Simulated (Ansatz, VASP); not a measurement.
# BaOs3 in VASP and in Ansatz

```xyz
4
Lattice="4.1851 0.0000 0.0000 0.0000 4.1851 0.0000 0.0000 0.0000 4.1851" Properties=species:S:1:pos:R:3 pbc="T T T"
Ba    0.0000    0.0000    0.0000
Os    0.0000    2.0925    2.0925
Os    2.0925    2.0925    0.0000
Os    2.0925    0.0000    2.0925
```

Alike in both runs: task single point; functional PBE; k mesh 8 × 8 × 8; occupations gaussian, width 0.05 eV; no spin polarisation.

```csv
,VASP,Ansatz
version,VASP 6.6.1,Ansatz 0.2.0
potentials or method,"VASP PAW PBE potentials, release 64 (Ba_sv, Os_sv_GW), cutoff 500 eV","scalar-relativistic, plane waves, PAW"
valence electrons in the cell,58,58
```

Ansatz gave:

```
gap on the k mesh at the Fermi level (eV) : none
pressure (GPa)                            : 0.0
```

**Question.** Estimate VASP's values.

**Answer.** gap on the k mesh at the Fermi level (eV): none; pressure (GPa): 2.9.

A gap of «none» marks a metal or a gap that the smearing closes.

Spin-orbit coupling is off throughout.
